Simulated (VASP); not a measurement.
# LiF (Griceite) (Fm-3m) in VASP: notebook

The runs below take LiF (Griceite) through G0W0 quasiparticle levels, with r2SCAN, PBE.

All numbers are computed with VASP 6.6.1; they aren't measurements. Logs are shortened: lines on timing, memory, paths and dates and some standing lists are left out, and cuts for length are marked.

## (1) The cell of the first run

Symmetry: Fm-3m, No. 225, cubic system. The conventional cell has a = 3.990 Å, b = 3.990 Å, c = 3.990 Å, α = 90.00°, β = 90.00°, γ = 90.00°. Li (site symmetry m-3m) has 6 F at 1.99 Å within 2.6 Å. F (site symmetry m-3m) has 6 Li at 1.99 Å within 2.6 Å.

## (2) G0W0 quasiparticle levels, r2SCAN

File POSCAR:

```
LiF
1.0
    0.0000000000      1.9948691885      1.9948691885
    1.9948691885      0.0000000000      1.9948691885
    1.9948691885      1.9948691885      0.0000000000
Li F
1 1
Direct
    0.0000000000      0.0000000000      0.0000000000
    0.5000000000      0.5000000000      0.5000000000
```

File INCAR.step1:

```
SYSTEM = LiF
  PREC = Accurate
  ENCUT = 500
  EDIFF = 1E-8
  ISMEAR = 0
  SIGMA = 0.01
  LREAL = .False.
  LASPH = .True.
  NELM = 100
  ALGO = Normal
  LWAVE = .True.
  LCHARG = .False.
  METAGGA = R2SCAN
  LMIXTAU = .True.
```

File INCAR.step2:

```
SYSTEM = LiF
  PREC = Accurate
  ENCUT = 500
  EDIFF = 1E-8
  ISMEAR = 0
  SIGMA = 0.01
  LREAL = .False.
  LASPH = .True.
  NELM = 1
  ALGO = Exact
  LWAVE = .True.
  LCHARG = .False.
  METAGGA = R2SCAN
  LMIXTAU = .True.
  NBANDS = 91
  LOPTICS = .True.
  ISTART = 1
```

File INCAR.step3:

```
SYSTEM = LiF
  PREC = Accurate
  ENCUT = 500
  EDIFF = 1E-8
  ISMEAR = 0
  SIGMA = 0.01
  LREAL = .False.
  LASPH = .True.
  ALGO = EVGW0
  LWAVE = .False.
  LCHARG = .False.
  METAGGA = R2SCAN
  LMIXTAU = .True.
  NELMGW = 1
  NBANDS = 91
  ENCUTGW = 180.0
  NOMEGA = 48
  PRECFOCK = Fast
  ISTART = 1
  NBANDSGW = 12
```

File KPOINTS:

```
Automatic mesh
0
Gamma
  8 8 8
  0 0 0
```

Potentials or basis: VASP PAW PBE potentials, release 64 (Li_GW, F_GW).

Started as:

```sh
cat potpaw_PBE.64/Li_GW/POTCAR potpaw_PBE.64/F_GW/POTCAR > POTCAR
cp INCAR.step1 INCAR
mpirun -np 1 vasp_std > vasp.out
cp INCAR.step2 INCAR
mpirun -np 1 vasp_std > vasp.out
cp INCAR.step3 INCAR
mpirun -np 1 vasp_std > vasp.out
```

OUTCAR:

```text
SYSTEM = LiF
   PREC = Accurate
   ENCUT = 500
   EDIFF = 1E-8
   ISMEAR = 0
   LREAL = .False.
   LASPH = .True.
   METAGGA = R2SCAN
   NELMGW = 1
   ENCUTGW = 180.0
   PRECFOCK = Fast
   ISTART = 1

 ion  position               nearest neighbor table
   1  0.000  0.000  0.000-   2 1.99   2 1.99   2 1.99   2 1.99   2 1.99   2 1.99
   2  0.500  0.500  0.500-   1 1.99   1 1.99   1 1.99   1 1.99   1 1.99   1 1.99

  LATTYP: Found a face centered cubic cell.
 ALAT       =     3.9897383770

  Lattice vectors:

 A1 = (   0.0000000000,   1.9948691885,   1.9948691885)
 A2 = (   1.9948691885,   0.0000000000,   1.9948691885)
 A3 = (   1.9948691885,   1.9948691885,   0.0000000000)

Analysis of symmetry for initial positions (statically):
=====================================================================
 Subroutine PRICEL returns:
 Original cell was already a primitive cell.

 Routine SETGRP: Setting up the symmetry group for a
 face centered cubic supercell.

 Subroutine GETGRP returns: Found 48 space group operations
 (whereof 48 operations were pure point group operations)
 out of a pool of 48 trial point group operations.

The static configuration has the point symmetry O_h .

Analysis of symmetry for dynamics (positions and initial velocities):
=====================================================================
 Subroutine PRICEL returns:
 Original cell was already a primitive cell.

 Routine SETGRP: Setting up the symmetry group for a
 face centered cubic supercell.

 Subroutine GETGRP returns: Found 48 space group operations
 (whereof 48 operations were pure point group operations)
 out of a pool of 48 trial point group operations.

The dynamic configuration has the point symmetry O_h .

 Subroutine INISYM returns: Found 48 space group operations
 (whereof 48 operations are pure point group operations),
 and found     1 'primitive' translations

----------------------------------------------------------------------------------------

                                     Primitive cell

  volume of cell :      15.8772

  direct lattice vectors                    reciprocal lattice vectors
     0.000000000  1.994869189  1.994869189    -0.250643001  0.250643001  0.250643001
     1.994869189  0.000000000  1.994869189     0.250643001 -0.250643001  0.250643001
     1.994869189  1.994869189  0.000000000     0.250643001  0.250643001 -0.250643001

  length of vectors
     2.821171062  2.821171062  2.821171062     0.434126412  0.434126412  0.434126412

  position of ions in fractional coordinates (direct lattice)
     0.000000000  0.000000000  0.000000000
     0.500000000  0.500000000  0.500000000

  ion indices of the primitive-cell ions
   primitive index   ion index
                 1           1
                 2           2

----------------------------------------------------------------------------------------

 KPOINTS: Automatic mesh

Automatic generation of k-mesh.
 Grid dimensions read from file:
 generate k-points for:    8    8    8

 Generating k-lattice:

  Cartesian coordinates                     Fractional coordinates (reciprocal lattice)
    -0.031330375  0.031330375  0.031330375     0.125000000  0.000000000  0.000000000
     0.031330375 -0.031330375  0.031330375     0.000000000  0.125000000  0.000000000
     0.031330375  0.031330375 -0.031330375     0.000000000  0.000000000  0.125000000

  Length of vectors
     0.054265802  0.054265802  0.054265802

  Shift w.r.t. Gamma in fractional coordinates (k-lattice)
     0.000000000  0.000000000  0.000000000

 Subroutine IBZKPT returns following result:
 ===========================================

 Found     29 irreducible k-points:

 Following reciprocal coordinates:
            Coordinates               Weight
  0.000000  0.000000  0.000000      1.000000
  0.125000  0.000000  0.000000      8.000000
  0.250000  0.000000  0.000000      8.000000
  0.375000  0.000000  0.000000      8.000000
  0.500000  0.000000  0.000000      4.000000
  0.125000  0.125000  0.000000      6.000000
[... 16 lines left out ...]
  0.500000  0.250000  0.125000     48.000000
 -0.375000  0.250000  0.125000     24.000000
 [... further k-points ...]
   k-points           NKPTS =     29   k-points in BZ     NKDIM =    512   number of bands    NBANDS=     91
   number of dos      NEDOS =    301   number of ions     NIONS =      2
   total plane-waves  NPLWV =  13824
   dimension x,y,z NGX =    24 NGY =   24 NGZ =   24
   dimension x,y,z NGXF=    48 NGYF=   48 NGZF=   48
   ions per type =               1   1
   NGX,Y,Z   is equivalent  to a cutoff of  14.14, 14.14, 14.14 a.u.
   NGXF,Y,Z  is equivalent  to a cutoff of  28.29, 28.29, 28.29 a.u.
 SYSTEM =  LiF
   PREC   = accura    normal or accurate (medium, high low for compatibility)
   ISTART =      1    job   : 0-new  1-cont  2-samecut
   ICHARG =      0    charge: 1-file 2-atom 10-const
   ISPIN  =      1    spin polarized calculation?
   LNONCOLLINEAR =      F non collinear calculations
   LSORBIT =      F    spin-orbit coupling
   LASPH  =      T    aspherical Exc in radial PAW
   ENCUT  =  500.0 eV  36.75 Ry    6.06 a.u.   5.14  5.14  5.14*2*pi/ulx,y,z
   NELM   =     60;   NELMIN=  2; NELMDL=  0     # of ELM steps
   EDIFF  = 0.1E-07   stopping-criterion for ELM
   LREAL  =      F    real-space projection
   EDIFFG = 0.1E-06   stopping-criterion for IOM
   NSW    =      0    number of steps for IOM
   IBRION =     -1    ionic relax: 0-MD 1-quasi-New 2-CG
   NFREE  =      0    steps in history (QN), initial steepest desc. (CG)
   ISIF   =      0    stress and relaxation
   ISYM   =      3    0-nonsym 1-usesym 2-fastsym
   POTIM  = 0.5000    time-step for ionic-motion
   TEBEG  =    0.0;   TEEND  =   0.0 temperature during run
   PSTRESS=    0.0 pullay stress
   NELECT =       8.0000    total number of electrons
   NUPDOWN=      -1.0000    fix difference up-down
   EMIN   =  10.00;   EMAX   =-10.00  energy-range for DOS
   EFERMI =   0.00;   METHOD = LEGACY
   ISMEAR =     0;   SIGMA  =   0.01  broadening in eV -4-tet -1-fermi 0-gaus
   EFERMI_NEDOS =   21; number of points for ismear=-14 and -15
   IALGO  =     38    algorithm
   IMIX   =      4    mixing-type and parameters
     AMIX     =   0.40;   BMIX     =  1.00
     AMIX_MAG =   1.60;   BMIX_MAG =  1.00
  volume/ion in A,a.u.               =       7.94        53.57
  Fermi-wavevector in a.u.,A,eV,Ry     =   1.302708  2.461761 23.089741  1.697048
  Thomas-Fermi vector in A             =   2.433758
   LORBIT       =      0    0 simple, 1 ext, 2 COOP (PROOUT), +10 PAW based schemes
   METAGGA = R2SCAN    functional components
   LHFCALC =     T    Hartree Fock is set to
   PRECFOCK=fast      Normal, Fast or Accurate (Low or Medium for compatibility)
   ENCUT4O =  -1.0   cutoff for four orbital integrals eV
   NKREDX  =     1    reduce k-point grid by
   NKREDY  =     1    reduce k-point grid by
   NKREDZ  =     1    reduce k-point grid by
   AEXX    =    1.0000 exact exchange contribution
   HFSCREEN=    0.0000 screening length (either q_TF or 0.3 A-1)
   HFSCREENC=   0.0000 screening length for correlation (either q_TF or 0.3 A-1)
   ENCUTFOCK=  -1.0 apply spherical cutoff to Coloumb kernel
   IVDW    =     0    specifies the selected vdW correction
   LEPSILON=     F    determine dielectric tensor
   LRPA    =     F    only Hartree local field effects (RPA)
   LRPAFORCE           =     F    calculate RPA forces
   ENCUTGW             = 180.0    cutoff for response function in eV
   ENCUTGWSOFT         = 144.0    soft cutoff for Coulomb kernel in GW response function in eV
   ENCUTLF             =  -1.0    cutoff for local field effects
   NELMGW              =     1    number of iterations in solving QP/BSE equation
   NELMHF              =     1    number of iterations in the inner HF iteration
   NKREDLFX            =     1    NKREDLFY  =   1   NKREDLFZ  =   1
 non-spin polarized calculation
 Gauss-broadening in eV      SIGMA  =   0.01
  energy-cutoff  :      500.00
  volume of cell :       15.88
 maximum number of plane-waves:       415
 NGX is ok and might be reduce to    24
  NGX = 14; NGY = 14; NGZ = 14
   NGX = 11   NGY = 11   NGZ = 11
 maximum number of plane-waves:        92
 NGX is ok and might be reduce to    14

 QP shifts <psi_nk| G(iteration)W_0 |psi_nk>: iteration 1
 for sc-GW calculations column KS-energies equals QP-energies in previous step
 and V_xc(KS)=  KS-energies - (<T + V_ion + V_H > + <T+V_H+V_ion>^1  + <V_x>^1)

 k-point   1 :       0.0000    0.0000    0.0000
  band No.  KS-energies  QP-energies   sigma(KS)   V_xc(KS)     V^pw_x(r,r')   Z            occupation Imag(sigma)

      1     -24.9585     -28.0026     -28.2276     -24.3275     -36.6652       0.7805       2.0000       1.0463
      2      -3.7214      -6.0192     -26.4575     -23.6932     -30.7630       0.8312       2.0000       0.0981
      3      -3.7214      -6.0192     -26.4575     -23.6932     -30.7630       0.8312       2.0000       0.0981
      4      -3.7214      -6.0192     -26.4575     -23.6932     -30.7630       0.8312       2.0000       0.0981
      5       6.5732       8.1509      -8.3061     -10.0727      -5.3665       0.8931       0.0000      -0.0511
      6      22.1554      23.5419      -6.2833      -7.8605      -2.6510       0.8791       0.0000      -0.1266
      7      22.1554      23.5419      -6.2833      -7.8605      -2.6510       0.8791       0.0000      -0.1266
      8      22.1554      23.5419      -6.2833      -7.8605      -2.6510       0.8791       0.0000      -0.1266
      9      22.1801      24.0849      -5.2630      -7.4476      -1.5274       0.8719       0.0000      -0.1176
     10      22.1801      24.0849      -5.2630      -7.4476      -1.5274       0.8719       0.0000      -0.1176
     11      22.1801      24.0849      -5.2630      -7.4476      -1.5274       0.8719       0.0000      -0.1176
     12      25.3057      25.9495      -5.3177      -6.0734      -1.0557       0.8518       0.0000      -0.4154

 k-point   2 :       0.1250    0.0000    0.0000
  band No.  KS-energies  QP-energies   sigma(KS)   V_xc(KS)     V^pw_x(r,r')   Z            occupation Imag(sigma)

      1     -24.8874     -27.9071     -28.2993     -24.4075     -36.7318       0.7759       2.0000       1.0315
      2      -4.1643      -6.5666     -25.8114     -22.9156     -30.0550       0.8296       2.0000       0.0991
      3      -3.7597      -6.0651     -26.4233     -23.6470     -30.7276       0.8304       2.0000       0.0982
      4      -3.7597      -6.0651     -26.4233     -23.6470     -30.7276       0.8304       2.0000       0.0982
      5       7.0246       8.6789      -8.6115     -10.4591      -5.6978       0.8954       0.0000      -0.0498
      6      18.4190      19.9913      -6.3244      -8.1115      -2.7960       0.8798       0.0000      -0.0837
      7      20.3476      22.1192      -5.6629      -7.6730      -2.0878       0.8814       0.0000      -0.0924
      8      20.3476      22.1192      -5.6629      -7.6730      -2.0878       0.8814       0.0000      -0.0924
      9      23.6532      25.1337      -5.9396      -7.6289      -2.2188       0.8764       0.0000      -0.1477
     10      23.6532      25.1337      -5.9396      -7.6289      -2.2188       0.8764       0.0000      -0.1477
     11      23.7478      25.1998      -5.2575      -6.9383      -1.3583       0.8639       0.0000      -0.1874
     12      29.3324      30.3523      -5.6117      -6.7371      -1.4317       0.9063       0.0000      -0.6011
[... 324 lines left out ...]
      1     -24.4100     -27.3303     -28.8529     -25.0151     -37.2518       0.7609       2.0000       0.9531
      2      -5.9330      -8.6829     -23.8263     -20.4903     -27.9750       0.8243       2.0000       0.1070
      3      -4.8861      -7.4255     -24.9552     -21.8885     -29.1557       0.8281       2.0000       0.1014
      4      -4.1691      -6.5645     -25.9941     -23.1039     -30.2783       0.8288       2.0000       0.0994
      5       9.8811      11.7286      -8.7236     -10.8167      -5.7375       0.8827       0.0000      -0.0497
      6      13.6666      15.5581      -8.5402     -10.6908      -5.3462       0.8795       0.0000      -0.0596
      7      16.9652      18.7467      -5.9197      -7.9255      -2.5537       0.8882       0.0000      -0.0639
      8      17.4550      19.3486      -7.0447      -9.2071      -3.5828       0.8757       0.0000      -0.0736
      9      23.7750      25.2399      -6.0945      -7.7885      -2.2214       0.8647       0.0000      -0.1826
     10      28.6126      30.0282      -6.9460      -8.5523      -2.6600       0.8813       0.0000      -0.5377
     11      31.4053      32.8029      -5.9598      -7.4988      -1.7744       0.9081       0.0000      -0.6055
     12      35.1603      37.3038      -7.9648     -10.3218      -3.5893       0.9094       0.0000      -0.8545

 k-point  24 :      -0.3750    0.2500    0.1250
  band No.  KS-energies  QP-energies   sigma(KS)   V_xc(KS)     V^pw_x(r,r')   Z            occupation Imag(sigma)

      1     -24.3430     -27.2587     -28.9385     -25.1090     -37.3337       0.7614       2.0000       0.9447
      2      -6.1539      -8.9490     -23.6218     -20.2278     -27.7755       0.8236       2.0000       0.1084
      3      -5.0075      -7.5635     -24.7791     -21.6901     -28.9592       0.8274       2.0000       0.1016
      4      -4.2446      -6.6542     -25.9262     -23.0171     -30.2106       0.8283       2.0000       0.0998
      5      10.0875      11.8563      -8.1023     -10.0988      -5.0894       0.8860       0.0000      -0.0500
      6      13.4850      15.5505      -9.5022     -11.8639      -6.3343       0.8746       0.0000      -0.0594
      7      16.8643      18.7468      -6.2277      -8.3526      -2.8439       0.8859       0.0000      -0.0675
      8      17.0918      18.9020      -6.9560      -9.0160      -3.5427       0.8787       0.0000      -0.0672
      9      25.7257      27.1312      -6.5453      -8.1597      -2.4886       0.8706       0.0000      -0.3193
     10      26.9340      28.2569      -6.0550      -7.5960      -1.9508       0.8585       0.0000      -0.3141
     11      32.7768      34.2969      -6.6491      -8.2776      -2.2599       0.9334       0.0000      -0.8420
     12      35.0189      37.2743      -7.8293     -10.2826      -3.5011       0.9193       0.0000      -0.8393

 [... further k-points ...]
```

Run time: 13 min. Hardware: 1 thread of Intel Xeon 6975P-C, shared host; peak memory 0.74 GiB.

Results:

* Band gap on the k mesh, mean-field level: 10.29 eV, direct
* Quasiparticle gap: 14.17 eV
* Least direct quasiparticle gap: 14.17 eV

Caveat: bands, screening cutoff and mesh are small and nothing is extrapolated, so the quasiparticle values aren't converged. A k mesh can miss the band edges.

[end of part 1 of 2]
